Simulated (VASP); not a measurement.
# Mg3NbO2 (P4/mmm) in VASP: further runs

Mg3NbO2 is run at these levels: PBE; tasks: single point.

Everything below comes from runs of VASP 6.6.1. Logs are shortened: lines on timing, memory, paths and dates and some standing lists are left out, and cuts for length are marked.

### 1 The cell of the first run

It takes space group P4/mmm (No. 123, tetragonal). Conventional cell: a = 2.825 Å, b = 2.825 Å, c = 10.767 Å, α = 90.00°, β = 90.00°, γ = 90.00°. Within 3.5 Å of Mg (site symmetry 4mm) lie 4 O at 2.65 Å and 8 Mg at 2.83 to 3.15 Å and 1 Nb at 2.94 Å. Within 3.7 Å of Mg (site symmetry 4/mmm) lie 12 Mg at 2.83 to 3.15 Å. Nb (site symmetry 4/mmm) has 8 O at 2.33 Å and 4 Nb at 2.83 Å and 2 Mg at 2.94 Å within 3.1 Å. O (site symmetry 4mm) has 4 Nb at 2.33 Å and 5 O at 2.40 to 2.83 Å and 4 Mg at 2.65 Å within 3.1 Å.

### 2 Single point, PBE

The input, INCAR:

```
PREC = Accurate
ENCUT = 520
EDIFF = 1E-6
ISMEAR = 0
SIGMA = 0.1
LREAL = False
LASPH = True
NELM = 60
ALGO = Normal
ISIF = 2
LWAVE = False
LCHARG = False
GGA = PE
NBANDS = 24
```

The input, KPOINTS:

```
regular mesh
0
Gamma
  6 6 2
```

The input, POSCAR:

```
Mg3NbO2
1.0
    2.8252680131      0.0000000000      0.0000000000
    0.0000000000      2.8252680131      0.0000000000
    0.0000000000      0.0000000000     10.7667109213
Mg Nb O
3 1 2
Direct
    0.0000000000      0.0000000000      0.7266240826
    0.0000000000      0.0000000000      0.2733759174
    0.5000000000      0.5000000000      0.5000000000
    0.0000000000      0.0000000000      0.0000000000
    0.5000000000      0.5000000000      0.8884095381
    0.5000000000      0.5000000000      0.1115904619
```

Potentials or basis: VASP PAW PBE potentials, release 64 (Mg, Nb_sv, O).

On the command line:

```bash
$ cat potpaw_PBE.64/Mg/POTCAR potpaw_PBE.64/Nb_sv/POTCAR potpaw_PBE.64/O/POTCAR > POTCAR
$ mpirun -np 1 vasp_std > vasp.out
```

OUTCAR:

```text
PREC = Accurate
   ENCUT = 520
   EDIFF = 1E-6
   ISMEAR = 0
   LREAL = False
   LASPH = True
   NELM = 60
   ISIF = 2
   GGA = PE

 ion  position               nearest neighbor table
   1  0.000  0.000  0.727-   5 2.65   5 2.65   5 2.65   5 2.65   4 2.94   3 3.15   3 3.15   3 3.15
                             3 3.15
   2  0.000  0.000  0.273-   6 2.65   6 2.65   6 2.65   6 2.65   4 2.94   3 3.15   3 3.15   3 3.15
                             3 3.15
   3  0.500  0.500  0.500-   1 3.15   2 3.15   1 3.15   2 3.15   1 3.15   2 3.15   1 3.15   2 3.15

   4  0.000  0.000  0.000-   5 2.33   6 2.33   5 2.33   6 2.33   5 2.33   6 2.33   5 2.33   6 2.33
                             1 2.94   2 2.94
   5  0.500  0.500  0.888-   4 2.33   4 2.33   4 2.33   4 2.33   1 2.65   1 2.65   1 2.65   1 2.65

   6  0.500  0.500  0.112-   4 2.33   4 2.33   4 2.33   4 2.33   2 2.65   2 2.65   2 2.65   2 2.65

  LATTYP: Found a simple tetragonal cell.
 ALAT       =     2.8252680131
 C/A-ratio  =     3.8108635610

  Lattice vectors:

 A1 = (   2.8252680131,   0.0000000000,   0.0000000000)
 A2 = (   0.0000000000,   2.8252680131,   0.0000000000)
 A3 = (   0.0000000000,   0.0000000000,  10.7667109213)

Analysis of symmetry for initial positions (statically):
=====================================================================
 Subroutine PRICEL returns:
 Original cell was already a primitive cell.

 Routine SETGRP: Setting up the symmetry group for a
 simple tetragonal supercell.

 Subroutine GETGRP returns: Found 16 space group operations
 (whereof 16 operations were pure point group operations)
 out of a pool of 16 trial point group operations.

The static configuration has the point symmetry D_4h.

Analysis of symmetry for dynamics (positions and initial velocities):
=====================================================================
 Subroutine PRICEL returns:
 Original cell was already a primitive cell.

 Routine SETGRP: Setting up the symmetry group for a
 simple tetragonal supercell.

 Subroutine GETGRP returns: Found 16 space group operations
 (whereof 16 operations were pure point group operations)
 out of a pool of 16 trial point group operations.

The dynamic configuration has the point symmetry D_4h.

 Subroutine INISYM returns: Found 16 space group operations
 (whereof 16 operations are pure point group operations),
 and found     1 'primitive' translations

[... 99 lines left out ...]
   EDIFFG = 0.1E-04   stopping-criterion for IOM
   NSW    =      0    number of steps for IOM
   IBRION =     -1    ionic relax: 0-MD 1-quasi-New 2-CG
   NFREE  =      0    steps in history (QN), initial steepest desc. (CG)
   ISIF   =      2    stress and relaxation
   ISYM   =      2    0-nonsym 1-usesym 2-fastsym
   POTIM  = 0.5000    time-step for ionic-motion
   TEBEG  =    0.0;   TEEND  =   0.0 temperature during run
   PSTRESS=    0.0 pullay stress
   NELECT =      31.0000    total number of electrons
   NUPDOWN=      -1.0000    fix difference up-down
   EMIN   =  10.00;   EMAX   =-10.00  energy-range for DOS
   EFERMI =   0.00;   METHOD = LEGACY
   ISMEAR =     0;   SIGMA  =   0.10  broadening in eV -4-tet -1-fermi 0-gaus
   EFERMI_NEDOS =   21; number of points for ismear=-14 and -15
   IALGO  =     38    algorithm
   IMIX   =      4    mixing-type and parameters
     AMIX     =   0.40;   BMIX     =  1.00
     AMIX_MAG =   1.60;   BMIX_MAG =  1.00
  volume/ion in A,a.u.               =      14.32        96.66
  Fermi-wavevector in a.u.,A,eV,Ry     =   1.165363  2.202217 18.477681  1.358071
  Thomas-Fermi vector in A             =   2.301890
   LORBIT       =      0    0 simple, 1 ext, 2 COOP (PROOUT), +10 PAW based schemes
   GGA     = PE    functional components
   LHFCALC =     F    Hartree Fock is set to
   AEXX    =    0.0000 exact exchange contribution
   IVDW    =     0    specifies the selected vdW correction
   LEPSILON=     F    determine dielectric tensor
   LRPA    =     F    only Hartree local field effects (RPA)
 non-spin polarized calculation
 Gauss-broadening in eV      SIGMA  =   0.10
  energy-cutoff  :      520.00
  volume of cell :       85.94
 maximum number of plane-waves:      2352
 NGX is ok and might be reduce to    24
   NGX = 11   NGY = 11   NGZ = 41

 number of electron      31.0000007 magnetization

 Free energy of the ion-electron system (eV)
  ---------------------------------------------------
  ext. energy  EPLUGINS =         0.00000000
  ---------------------------------------------------
  free energy    TOTEN  =       -30.20874083 eV

  energy without entropy =      -30.19353729  energy(sigma->0) =      -30.20113906

 E-fermi :   6.2504     XC(G=0): -10.3611

 val. band max:        6.2406297401   @ k =   0.5000   0.0000   0.5000
 cond. band min:       6.2722403141   @ k =   0.5000   0.1667   0.0000
 fundamental gap:      0.0316105740
 Fermi energy:         6.2503832423

 k-point     1 :       0.0000    0.0000    0.0000
  band No.  band energies     occupation
      1     -49.9683      2.00000
      2     -26.0333      2.00000
      3     -25.5428      2.00000
      4     -25.5428      2.00000
      5     -14.2616      2.00000
      6     -13.0450      2.00000
[... 529 lines left out ...]
     23      10.5940      0.00000
     24      11.0987      0.00000

------------------------ aborting loop because EDIFF is reached ----------------------------------------

  FORCE on cell =-STRESS in cart. coord.  units (eV):
  Direction    XX          YY          ZZ          XY          YZ          ZX
  --------------------------------------------------------------------------------------
  -------------------------------------------------------------------------------------
  Total       -0.2545277     -0.2545277     -0.2862248      0.0000000      0.0000000      0.0000000
  in kB       -4.7450766     -4.7450766     -5.3359966      0.0000000      0.0000000      0.0000000
  external PRESSURE =      -4.9420499 kB  Pullay stress =       0.0000000 kB

 VOLUME and BASIS-vectors are now :
 -----------------------------------------------------------------------------
  energy-cutoff  :      520.00
  volume of cell :       85.94
      direct lattice vectors                 reciprocal lattice vectors
     2.825268013  0.000000000  0.000000000     0.353948721  0.000000000  0.000000000
     0.000000000  2.825268013  0.000000000     0.000000000  0.353948721  0.000000000
     0.000000000  0.000000000 10.766710921     0.000000000  0.000000000  0.092878875

 POSITION                                       TOTAL-FORCE (eV/Angst)
 -----------------------------------------------------------------------------------
      0.00000      0.00000      7.82335        -0.000000     -0.000000      0.000333
      0.00000      0.00000      2.94336        -0.000000     -0.000000     -0.000333
      1.41263      1.41263      5.38336        -0.000000     -0.000000      0.000000
      0.00000      0.00000      0.00000        -0.000000     -0.000000      0.000000
      1.41263      1.41263      9.56525         0.000000     -0.000000     -0.005885
      1.41263      1.41263      1.20146        -0.000000      0.000000      0.005885
 -----------------------------------------------------------------------------------
    total drift:                                0.000000     -0.000000      0.000000

  FREE ENERGIE OF THE ION-ELECTRON SYSTEM (eV)
  ---------------------------------------------------
  free  energy   TOTEN  =       -30.2087408275 eV

  energy  without entropy=      -30.1935372945  energy(sigma->0) =      -30.20113906
```

OSZICAR:

```text
N       E                     dE             d eps       ncg     rms          rms(c)
DAV:   1     0.229645457562E+03    0.22965E+03   -0.14386E+04   960   0.115E+03
DAV:   2    -0.158919782646E+02   -0.24554E+03   -0.22891E+03  1296   0.348E+02
DAV:   3    -0.330491390251E+02   -0.17157E+02   -0.16666E+02  1328   0.827E+01
DAV:   4    -0.342270682776E+02   -0.11779E+01   -0.11715E+01  1520   0.223E+01
DAV:   5    -0.342435255954E+02   -0.16457E-01   -0.16434E-01  1280   0.213E+00    0.129E+01
DAV:   6    -0.310194546702E+02    0.32241E+01   -0.19638E+01  1304   0.305E+01    0.678E+00
DAV:   7    -0.302858450974E+02    0.73361E+00   -0.29940E+00  1432   0.134E+01    0.308E+00
DAV:   8    -0.302370063014E+02    0.48839E-01   -0.25203E-01  1336   0.388E+00    0.171E+00
DAV:   9    -0.302134298490E+02    0.23576E-01   -0.91522E-02  1280   0.232E+00    0.532E-01
DAV:  10    -0.302087988874E+02    0.46310E-02   -0.12706E-02  1360   0.962E-01    0.272E-01
DAV:  11    -0.302089207340E+02   -0.12185E-03   -0.27355E-03  1208   0.415E-01    0.818E-02
DAV:  12    -0.302087363017E+02    0.18443E-03   -0.35659E-04  1488   0.135E-01    0.190E-02
DAV:  13    -0.302087401992E+02   -0.38975E-05   -0.43968E-05  1296   0.464E-02    0.107E-02
DAV:  14    -0.302087408275E+02   -0.62824E-06   -0.35015E-06  1240   0.144E-02
   1 F= -.30208741E+02 E0= -.30201139E+02  d E =-.152035E-01
```

stdout:

```text
POSCAR found type information on POSCAR MgNbO
 POSCAR found :  3 types and       6 ions
 scaLAPACK will be used
 LDA part: xc-table for (Slater+PW92), standard interpolation
 POSCAR, INCAR and KPOINTS ok, starting setup
 FFT: planning ... GRIDC
 FFT: planning ... GRID_SOFT
 FFT: planning ... GRID
 WAVECAR not read
 entering main loop
```

It took 64 s on 1 thread of Intel Xeon Platinum 8259CL at 2.50GHz (Skylake/Cascade Lake), shared host; peak memory 0.21 GiB.

What came out:

| Quantity | Value |
| --- | --- |
| Free energy | -30.2087 eV |
| Pressure | -0.5 GPa |
| Largest force | 0.006 eV/Å |

Forces in eV/Å, atoms in the order of the input:
```
Mg   0.000  0.000  0.000
Mg   0.000  0.000  0.000
Mg   0.000  0.000  0.000
Nb   0.000  0.000  0.000
O    0.000  0.000 -0.006
O    0.000  0.000  0.006
```

Caveat: the k points lie up to 0.37 Å⁻¹ apart; an odd number of electrons without spin polarisation forces a metal; a magnetic or distorted state may lie lower.

### 3 Single point, PBE

This run uses another cell than the first one, of 17.67 Å³/atom, 1.234 times its volume.

The input, INCAR:

```
SYSTEM = Mg3NbO2
ALGO = Normal
EDIFF = 1E-6
ENCUT = 520
GGA = PE
ISIF = 2
ISMEAR = 0
LASPH = .True.
LCHARG = .False.
LREAL = .False.
LWAVE = .False.
NBANDS = 24
NELM = 100
PREC = Accurate
SIGMA = 0.1
```

The input, KPOINTS:

```
k-points
0
Gamma
  6 6 2
  0 0 0
```

The input, POSCAR:

```
Mg3NbO2
1.0
    3.0544821500      0.0000000000      0.0000000000
    0.0000000000      3.0544821500      0.0000000000
    0.0000000000      0.0000000000     11.3663376700
Mg Nb O
3 1 2
Direct
    0.0000000000      0.0000000000      0.6647679800
    0.0000000000      0.0000000000      0.3352320200
    0.5000000000      0.5000000000      0.5000000000
    0.0000000000      0.0000000000      0.0000000000
    0.5000000000      0.5000000000      0.8681410000
    0.5000000000      0.5000000000      0.1318590000
```

Potentials or basis: VASP PAW PBE potentials, release 64 (Mg, Nb_sv, O).

On the command line:

```bash
$ cat potpaw_PBE.64/Mg/POTCAR potpaw_PBE.64/Nb_sv/POTCAR potpaw_PBE.64/O/POTCAR > POTCAR
$ mpirun -np 1 vasp_std > vasp.out
```

OUTCAR:

```text
SYSTEM = Mg3NbO2
   EDIFF = 1E-6
   ENCUT = 520
   GGA = PE
   ISIF = 2
   ISMEAR = 0
   LASPH = .True.
   LREAL = .False.
   NELM = 100
   PREC = Accurate

 ion  position               nearest neighbor table
   1  0.000  0.000  0.665-   3 2.86   3 2.86   3 2.86   3 2.86
   2  0.000  0.000  0.335-   3 2.86   3 2.86   3 2.86   3 2.86
   3  0.500  0.500  0.500-   1 2.86   2 2.86   1 2.86   2 2.86   1 2.86   2 2.86   1 2.86   2 2.86

   4  0.000  0.000  0.000-
   5  0.500  0.500  0.868-
   6  0.500  0.500  0.132-

  LATTYP: Found a simple tetragonal cell.
 ALAT       =     3.0544821500
 C/A-ratio  =     3.7211995722

  Lattice vectors:

 A1 = (   3.0544821500,   0.0000000000,   0.0000000000)
 A2 = (   0.0000000000,   3.0544821500,   0.0000000000)
 A3 = (   0.0000000000,   0.0000000000,  11.3663376700)

Analysis of symmetry for initial positions (statically):
=====================================================================
 Subroutine PRICEL returns:
 Original cell was already a primitive cell.

 Routine SETGRP: Setting up the symmetry group for a
[... 173 lines left out ...]

 val. band max:        4.0193542453   @ k =   0.3333   0.1667   0.0000
 cond. band min:       4.0560843446   @ k =   0.1667   0.0000   0.5000
 fundamental gap:      0.0367300993
 Fermi energy:         4.0477142102

 k-point     1 :       0.0000    0.0000    0.0000
  band No.  band energies     occupation
      1     -52.5259      2.00000
      2     -28.5352      2.00000
      3     -28.1655      2.00000
      4     -28.1654      2.00000
      5     -13.7365      2.00000
      6     -13.3701      2.00000
[... 529 lines left out ...]
     23       7.3000      0.00000
     24       7.3558      0.00000

------------------------ aborting loop because EDIFF is reached ----------------------------------------

  FORCE on cell =-STRESS in cart. coord.  units (eV):
  Direction    XX          YY          ZZ          XY          YZ          ZX
  --------------------------------------------------------------------------------------
  -------------------------------------------------------------------------------------
  Total       -8.6332470     -8.6332470     -9.5231493      0.0000000     -0.0000000      0.0000000
  in kB     -130.4334598   -130.4334598   -143.8783466      0.0000000     -0.0000000      0.0000000
  external PRESSURE =    -134.9150887 kB  Pullay stress =       0.0000000 kB

 VOLUME and BASIS-vectors are now :
 -----------------------------------------------------------------------------
  energy-cutoff  :      520.00
  volume of cell :      106.05
      direct lattice vectors                 reciprocal lattice vectors
     3.054482150  0.000000000  0.000000000     0.327387737  0.000000000  0.000000000
     0.000000000  3.054482150  0.000000000     0.000000000  0.327387737  0.000000000
     0.000000000  0.000000000 11.366337670     0.000000000  0.000000000  0.087979086

 POSITION                                       TOTAL-FORCE (eV/Angst)
 -----------------------------------------------------------------------------------
      0.00000      0.00000      7.55598         0.000000     -0.000000      1.643706
      0.00000      0.00000      3.81036         0.000000     -0.000000     -1.643706
      1.52724      1.52724      5.68317         0.000000     -0.000000      0.000000
      0.00000      0.00000      0.00000         0.000000     -0.000000      0.000000
      1.52724      1.52724      9.86758        -0.000000      0.000000      2.410904
      1.52724      1.52724      1.49875         0.000000      0.000000     -2.410904
 -----------------------------------------------------------------------------------
    total drift:                                0.000000     -0.000000      0.000000

  FREE ENERGIE OF THE ION-ELECTRON SYSTEM (eV)
  ---------------------------------------------------
  free  energy   TOTEN  =       -26.8153107740 eV

  energy  without entropy=      -26.7921578612  energy(sigma->0) =      -26.80373432
```

OSZICAR:

```text
N       E                     dE             d eps       ncg     rms          rms(c)
DAV:   1     0.208909241410E+03    0.20891E+03   -0.14060E+04   976   0.113E+03
DAV:   2    -0.154107452632E+02   -0.22432E+03   -0.21024E+03  1360   0.322E+02
DAV:   3    -0.322226871125E+02   -0.16812E+02   -0.16482E+02  1376   0.781E+01
DAV:   4    -0.331393889918E+02   -0.91670E+00   -0.91024E+00  1480   0.198E+01
DAV:   5    -0.331519024948E+02   -0.12514E-01   -0.12496E-01  1304   0.180E+00    0.140E+01
DAV:   6    -0.328691898977E+02    0.28271E+00   -0.39394E+01  1272   0.342E+01    0.182E+01
DAV:   7    -0.274104596520E+02    0.54587E+01   -0.18278E+01  1400   0.297E+01    0.442E+00
DAV:   8    -0.270199420764E+02    0.39052E+00   -0.10660E+00  1184   0.639E+00    0.270E+00
DAV:   9    -0.270157519320E+02    0.41901E-02   -0.94628E-01  1488   0.790E+00    0.371E+00
DAV:  10    -0.268815251362E+02    0.13423E+00   -0.41312E-01  1432   0.533E+00    0.136E+00
DAV:  11    -0.268166100180E+02    0.64915E-01   -0.50200E-02  1336   0.179E+00    0.464E-01
DAV:  12    -0.268236732078E+02   -0.70632E-02   -0.89901E-03  1352   0.578E-01    0.624E-01
DAV:  13    -0.268156295273E+02    0.80437E-02   -0.10423E-02  1400   0.872E-01    0.116E-01
DAV:  14    -0.268153163824E+02    0.31314E-03   -0.80878E-04  1368   0.230E-01    0.277E-02
DAV:  15    -0.268153147287E+02    0.16536E-05   -0.65772E-05  1360   0.537E-02    0.144E-02
DAV:  16    -0.268153144545E+02    0.27429E-06   -0.15383E-05  1248   0.258E-02    0.101E-02
DAV:  17    -0.268153108587E+02    0.35958E-05   -0.29255E-06  1104   0.100E-02    0.232E-03
DAV:  18    -0.268153107740E+02    0.84686E-07   -0.49312E-07   896   0.383E-03
   1 F= -.26815311E+02 E0= -.26803734E+02  d E =-.231529E-01
```

Run time: 2 min. Hardware: 1 thread of Intel Xeon Platinum 8259CL at 2.50GHz (Skylake/Cascade Lake), shared host; peak memory 0.23 GiB.

What came out:

```
Free energy   : -26.8153 eV
Pressure      : -13.5 GPa
Largest force : 2.411 eV/Å
```

Forces in eV/Å, atoms in the order of the input:
```
Mg   0.000  0.000  1.644
Mg   0.000  0.000 -1.644
Mg   0.000  0.000  0.000
Nb   0.000  0.000  0.000
O    0.000  0.000  2.411
O    0.000  0.000 -2.411
```

Caveat: an odd number of electrons without spin polarisation forces a metal; a magnetic or distorted state may lie lower.
